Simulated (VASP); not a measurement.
# PbS in VASP: further runs

The runs below take PbS through single point, with PBE.

Program: VASP 6.6.1. These are calculated values, not measurements. Logs are shortened: lines on timing, memory, paths and dates and some standing lists are left out, and cuts for length are marked.

## Step 1: The cell of the first run

The structure is tetragonal, space group I4mm (No. 107). The conventional cell has a = 4.249 Å, b = 4.249 Å, c = 6.009 Å, α = 90.00°, β = 90.00°, γ = 90.00°. Pb (site symmetry 4mm) has 6 S at 2.88 to 3.12 Å within 3.8 Å. Within 3.8 Å of S (site symmetry 4mm) lie 6 Pb at 2.88 to 3.12 Å.

## Step 2: Single point, PBE (atom 2 (S) moved 0.12 Å along z)

INCAR

```
SYSTEM = PbS
PREC = Accurate
ENCUT = 520
EDIFF = 1E-6
ISMEAR = 0
SIGMA = 0.05
LREAL = .False.
LASPH = .True.
NELM = 100
ALGO = Normal
ISIF = 2
LWAVE = .False.
LCHARG = .False.
GGA = PE
NBANDS = 17
```

KPOINTS

```
Automatic mesh
0
Gamma
  10 10 10
  0 0 0
```

POSCAR

```
PbS
1.0
    0.0000000000      3.0045318093      3.0045318093
    3.0045318093      0.0000000000      3.0045318093
    3.0045318093      3.0045318093      0.0000000000
Pb S
1 1
Direct
    0.5000000000      0.5000000000      0.5000000000
    0.0199698335      0.0199698335     -0.0199698335
```

Potentials or basis: VASP PAW PBE potentials, release 64 (Pb_d, S).

Command:

```sh
cat potpaw_PBE.64/Pb_d/POTCAR potpaw_PBE.64/S/POTCAR > POTCAR
mpirun -np 1 vasp_std > vasp.out
```

OUTCAR:

```text
SYSTEM = PbS
   PREC = Accurate
   ENCUT = 520
   EDIFF = 1E-6
   ISMEAR = 0
   LREAL = .False.
   LASPH = .True.
   NELM = 100
   ISIF = 2
   GGA = PE

 ion  position               nearest neighbor table
   1  0.500  0.500  0.500-   2 2.88   2 3.01   2 3.01   2 3.01   2 3.01   2 3.12
   2  0.020  0.020  0.980-   1 2.88   1 3.01   1 3.01   1 3.01   1 3.01   1 3.12

  LATTYP: Found a face centered cubic cell.
 ALAT       =     6.0090636186

  Lattice vectors:

 A1 = (   0.0000000000,   3.0045318093,   3.0045318093)
 A2 = (   3.0045318093,   0.0000000000,   3.0045318093)
 A3 = (   3.0045318093,   3.0045318093,   0.0000000000)

Analysis of symmetry for initial positions (statically):
=====================================================================
 Subroutine PRICEL returns:
 Original cell was already a primitive cell.

 Routine SETGRP: Setting up the symmetry group for a
 face centered cubic supercell.

 Subroutine GETGRP returns: Found  8 space group operations
 (whereof  8 operations were pure point group operations)
 out of a pool of 48 trial point group operations.

The static configuration has the point symmetry C_4v.

Analysis of symmetry for dynamics (positions and initial velocities):
=====================================================================
 Subroutine PRICEL returns:
 Original cell was already a primitive cell.

 Routine SETGRP: Setting up the symmetry group for a
 face centered cubic supercell.

 Subroutine GETGRP returns: Found  8 space group operations
 (whereof  8 operations were pure point group operations)
 out of a pool of 48 trial point group operations.

The dynamic configuration has the point symmetry C_4v.

 Subroutine INISYM returns: Found  8 space group operations
 (whereof  8 operations are pure point group operations),
 and found     1 'primitive' translations

----------------------------------------------------------------------------------------

                                     Primitive cell

  volume of cell :      54.2451

  direct lattice vectors                    reciprocal lattice vectors
     0.000000000  3.004531809  3.004531809    -0.166415279  0.166415279  0.166415279
     3.004531809  0.000000000  3.004531809     0.166415279 -0.166415279  0.166415279
     3.004531809  3.004531809  0.000000000     0.166415279  0.166415279 -0.166415279

  length of vectors
     4.249049633  4.249049633  4.249049633     0.288239719  0.288239719  0.288239719

  position of ions in fractional coordinates (direct lattice)
     0.500000000  0.500000000  0.500000000
[... 78 lines left out ...]
   EDIFF  = 0.1E-05   stopping-criterion for ELM
   LREAL  =      F    real-space projection
   EDIFFG = 0.1E-04   stopping-criterion for IOM
   NSW    =      0    number of steps for IOM
   IBRION =     -1    ionic relax: 0-MD 1-quasi-New 2-CG
   NFREE  =      0    steps in history (QN), initial steepest desc. (CG)
   ISIF   =      2    stress and relaxation
   ISYM   =      2    0-nonsym 1-usesym 2-fastsym
   POTIM  = 0.5000    time-step for ionic-motion
   TEBEG  =    0.0;   TEEND  =   0.0 temperature during run
   PSTRESS=    0.0 pullay stress
   NELECT =      20.0000    total number of electrons
   NUPDOWN=      -1.0000    fix difference up-down
   EMIN   =  10.00;   EMAX   =-10.00  energy-range for DOS
   EFERMI =   0.00;   METHOD = LEGACY
   ISMEAR =     0;   SIGMA  =   0.05  broadening in eV -4-tet -1-fermi 0-gaus
   EFERMI_NEDOS =   21; number of points for ismear=-14 and -15
   IALGO  =     38    algorithm
   IMIX   =      4    mixing-type and parameters
     AMIX     =   0.40;   BMIX     =  1.00
     AMIX_MAG =   1.60;   BMIX_MAG =  1.00
  volume/ion in A,a.u.               =      27.12       183.03
  Fermi-wavevector in a.u.,A,eV,Ry     =   1.173901  2.218351 18.749411  1.378043
  Thomas-Fermi vector in A             =   2.310306
   LORBIT       =      0    0 simple, 1 ext, 2 COOP (PROOUT), +10 PAW based schemes
   GGA     = PE    functional components
   LHFCALC =     F    Hartree Fock is set to
   AEXX    =    0.0000 exact exchange contribution
   IVDW    =     0    specifies the selected vdW correction
   LEPSILON=     F    determine dielectric tensor
   LRPA    =     F    only Hartree local field effects (RPA)
 non-spin polarized calculation
 Gauss-broadening in eV      SIGMA  =   0.05
  energy-cutoff  :      520.00
  volume of cell :       54.25
 maximum number of plane-waves:      1476
   NGX = 15   NGY = 15   NGZ = 15

 number of electron      20.0000002 magnetization

 Free energy of the ion-electron system (eV)
  ---------------------------------------------------
  ext. energy  EPLUGINS =         0.00000000
  ---------------------------------------------------
  free energy    TOTEN  =        -8.76757046 eV

  energy without entropy =       -8.76757046  energy(sigma->0) =       -8.76757046

 E-fermi :   5.4347     XC(G=0):  -9.4968

 val. band max:        5.2292794670   @ k =   0.5000   0.0000   0.0000
 cond. band min:       5.8420247437   @ k =   0.5000   0.0000   0.0000
 fundamental gap:      0.6127452768
 Fermi energy:         5.4347473404

 k-point     1 :       0.0000    0.0000    0.0000
  band No.  band energies     occupation
      1     -11.4410      2.00000
      2     -11.4372      2.00000
      3     -11.4372      2.00000
      4     -11.4235      2.00000
      5     -11.4219      2.00000
      6      -7.9513      2.00000
[... 457 lines left out ...]
      4     -11.4287      2.00000
      5     -11.4187      2.00000
      6      -7.7393      2.00000
[... 9 lines left out ...]
     16      13.1446      0.00000
     17      14.6841      0.00000

 [... further k-points ...]

------------------------ aborting loop because EDIFF is reached ----------------------------------------

  FORCE on cell =-STRESS in cart. coord.  units (eV):
  Direction    XX          YY          ZZ          XY          YZ          ZX
  --------------------------------------------------------------------------------------
  -------------------------------------------------------------------------------------
  Total       -0.0142615     -0.0142615      0.1527581      0.0000000     -0.0000000      0.0000000
  in kB       -0.4212257     -0.4212257      4.5118476      0.0000000     -0.0000000      0.0000000
  external PRESSURE =       1.2231320 kB  Pullay stress =       0.0000000 kB

 VOLUME and BASIS-vectors are now :
 -----------------------------------------------------------------------------
  energy-cutoff  :      520.00
  volume of cell :       54.25
      direct lattice vectors                 reciprocal lattice vectors
     0.000000000  3.004531809  3.004531809    -0.166415279  0.166415279  0.166415279
     3.004531809  0.000000000  3.004531809     0.166415279 -0.166415279  0.166415279
     3.004531809  3.004531809  0.000000000     0.166415279  0.166415279 -0.166415279

 POSITION                                       TOTAL-FORCE (eV/Angst)
 -----------------------------------------------------------------------------------
      3.00453      3.00453      3.00453         0.000000      0.000000      0.042765
      3.00453      3.00453      0.12000         0.000000      0.000000     -0.042765
 -----------------------------------------------------------------------------------
    total drift:                                0.000000      0.000000      0.000122

  FREE ENERGIE OF THE ION-ELECTRON SYSTEM (eV)
  ---------------------------------------------------
  free  energy   TOTEN  =        -8.7675704583 eV

  energy  without entropy=       -8.7675704583  energy(sigma->0) =       -8.76757046
```

OSZICAR:

```text
N       E                     dE             d eps       ncg     rms          rms(c)
DAV:   1     0.153108410410E+03    0.15311E+03   -0.97882E+03  3484   0.123E+03
DAV:   2     0.276110622592E+01   -0.15035E+03   -0.14478E+03  3659   0.309E+02
DAV:   3    -0.900229593264E+01   -0.11763E+02   -0.11649E+02  4513   0.896E+01
DAV:   4    -0.927288571598E+01   -0.27059E+00   -0.27035E+00  4408   0.152E+01
DAV:   5    -0.928173667822E+01   -0.88510E-02   -0.88502E-02  5143   0.271E+00    0.439E+00
DAV:   6    -0.876240728002E+01    0.51933E+00   -0.15094E+00  5497   0.806E+00    0.310E+00
DAV:   7    -0.876413274337E+01   -0.17255E-02   -0.14624E-01  4269   0.189E+00    0.182E+00
DAV:   8    -0.876794151353E+01   -0.38088E-02   -0.17654E-02  4191   0.140E+00    0.302E-01
DAV:   9    -0.876733840780E+01    0.60311E-03   -0.37341E-03  5593   0.511E-01    0.966E-02
DAV:  10    -0.876755870376E+01   -0.22030E-03   -0.41694E-04  4045   0.117E-01    0.580E-02
DAV:  11    -0.876756949534E+01   -0.10792E-04   -0.53828E-05  4903   0.789E-02    0.151E-02
DAV:  12    -0.876757051377E+01   -0.10184E-05   -0.35142E-06  4449   0.173E-02    0.653E-03
DAV:  13    -0.876757045828E+01    0.55485E-07   -0.42476E-07  3388   0.466E-03
   1 F= -.87675705E+01 E0= -.87675705E+01  d E =-.523122E-11
```

stdout:

```text
POSCAR found type information on POSCAR PbS
 POSCAR found :  2 types and       2 ions
 scaLAPACK will be used
 LDA part: xc-table for (Slater+PW92), standard interpolation
 POSCAR, INCAR and KPOINTS ok, starting setup
 FFT: planning ... GRIDC
 FFT: planning ... GRID_SOFT
 FFT: planning ... GRID
 WAVECAR not read
 entering main loop
```

Run time: 25 s. Hardware: 1 thread of Intel Xeon 6975P-C (Granite Rapids), shared host; peak memory 0.23 GiB.

Results:

- Free energy: -8.7676 eV
- Pressure: 0.1 GPa
- Largest force: 0.043 eV/Å
- Band gap on the k mesh: 0.61 eV

Forces in eV/Å, atoms in the order of the input:
```
Pb   0.000  0.000  0.043
S    0.000  0.000 -0.043
```

Caveat: the cell differs from its parent crystal (atom 2 (S) moved 0.12 Å along z); spin-orbit coupling is left out, which moves the levels of the heavy elements. A k mesh can miss the band edges.

## Step 3: Single point, PBE

INCAR

```
  ALGO = Normal
  EDIFF = 1E-6
  ENCUT = 520
  GGA = PE
  ISIF = 2
  ISMEAR = 0
  LASPH = True
  LCHARG = False
  LREAL = False
  LWAVE = False
  NBANDS = 17
  NELM = 60
  PREC = Accurate
  SIGMA = 0.05
```

KPOINTS

```
k-points
0
Gamma
  10 10 10
```

POSCAR

```
PbS
1.0
    0.0000000000      2.9895091503      2.9895091503
    3.0045318093     -0.0150226590      3.0045318093
    3.0045318093      3.0045318093     -0.0150226590
Pb S
1 1
Direct
    0.5000000000      0.5000000000      0.5000000000
    0.0000000000      0.0000000000      0.0000000000
```

Potentials or basis: VASP PAW PBE potentials, release 64 (Pb_d, S).

Command:

```sh
cat potpaw_PBE.64/Pb_d/POTCAR potpaw_PBE.64/S/POTCAR > POTCAR
mpirun -np 1 vasp_std > vasp.out
```

OUTCAR:

```text
EDIFF = 1E-6
   ENCUT = 520
   GGA = PE
   ISIF = 2
   ISMEAR = 0
   LASPH = True
   LREAL = False
   NELM = 60
   PREC = Accurate

 ion  position               nearest neighbor table
   1  0.500  0.500  0.500-   2 3.00   2 3.00   2 3.00   2 3.00   2 3.00   2 3.00
   2  0.000  0.000  0.000-   1 3.00   1 3.00   1 3.00   1 3.00   1 3.00   1 3.00

  LATTYP: Found a body centered orthorhombic cell.
 ALAT       =     4.2278043852
 B/A-ratio  =     1.0100502512
 C/A-ratio  =     1.4213201632

[... 670 lines left out ...]

  FORCE on cell =-STRESS in cart. coord.  units (eV):
  Direction    XX          YY          ZZ          XY          YZ          ZX
  --------------------------------------------------------------------------------------
  -------------------------------------------------------------------------------------
  Total       -0.0247411     -0.0239313     -0.0239313      0.0000000      0.0681175      0.0000000
  in kB       -0.7307686     -0.7068492     -0.7068492      0.0000000      2.0119612      0.0000000
  external PRESSURE =      -0.7148223 kB  Pullay stress =       0.0000000 kB

 VOLUME and BASIS-vectors are now :
 -----------------------------------------------------------------------------
  energy-cutoff  :      520.00
  volume of cell :       54.24
      direct lattice vectors                 reciprocal lattice vectors
     0.000000000  2.989509150  2.989509150    -0.166415279  0.167251537  0.167251537
     3.004531809 -0.015022659  3.004531809     0.166415279 -0.165587343  0.165587343
     3.004531809  3.004531809 -0.015022659     0.166415279  0.165587343 -0.165587343

 POSITION                                       TOTAL-FORCE (eV/Angst)
 -----------------------------------------------------------------------------------
      3.00453      2.98951      2.98951         0.000000     -0.000000      0.000000
      0.00000      0.00000      0.00000         0.000000      0.000000     -0.000000
 -----------------------------------------------------------------------------------
    total drift:                                0.000000     -0.000000      0.000000

  FREE ENERGIE OF THE ION-ELECTRON SYSTEM (eV)
  ---------------------------------------------------
  free  energy   TOTEN  =        -8.7691698066 eV

  energy  without entropy=       -8.7691698066  energy(sigma->0) =       -8.76916981
```

OSZICAR:

```text
N       E                     dE             d eps       ncg     rms          rms(c)
DAV:   1     0.153412211307E+03    0.15341E+03   -0.97499E+03  5822   0.124E+03
DAV:   2     0.295746899681E+01   -0.15045E+03   -0.14504E+03  6132   0.311E+02
DAV:   3    -0.898312866998E+01   -0.11941E+02   -0.11794E+02  7611   0.896E+01
DAV:   4    -0.927828516301E+01   -0.29516E+00   -0.29481E+00  7363   0.154E+01
DAV:   5    -0.928750761051E+01   -0.92224E-02   -0.92216E-02  8391   0.280E+00    0.434E+00
DAV:   6    -0.876398684631E+01    0.52352E+00   -0.15196E+00  9081   0.801E+00    0.306E+00
DAV:   7    -0.876572948509E+01   -0.17426E-02   -0.14797E-01  6975   0.189E+00    0.182E+00
DAV:   8    -0.876964328486E+01   -0.39138E-02   -0.18287E-02  6984   0.142E+00    0.352E-01
DAV:   9    -0.876893316226E+01    0.71012E-03   -0.40917E-03  9256   0.535E-01    0.944E-02
DAV:  10    -0.876916548789E+01   -0.23233E-03   -0.42914E-04  6775   0.119E-01    0.746E-02
DAV:  11    -0.876916875971E+01   -0.32718E-05   -0.67975E-05  8242   0.894E-02    0.150E-02
DAV:  12    -0.876916979488E+01   -0.10352E-05   -0.45214E-06  7501   0.209E-02    0.325E-03
DAV:  13    -0.876916980658E+01   -0.11702E-07   -0.18385E-07  4785   0.471E-03
   1 F= -.87691698E+01 E0= -.87691698E+01  d E =-.296675E-12
```

Run time: 40 s. Hardware: 1 thread of Intel Xeon 6975P-C (Granite Rapids), shared host; peak memory 0.29 GiB.

What came out:

```
Free energy            : -8.7692 eV
Pressure               : -0.1 GPa
Band gap on the k mesh : 0.46 eV (least direct gap 0.49 eV)
```

Stress tensor (GPa, compression positive):
```
-0.07  0.00  0.00
 0.00 -0.07  0.20
 0.00  0.20 -0.07
```

Caveat: spin-orbit coupling is left out, which moves the levels of the heavy elements. A k mesh can miss the band edges.
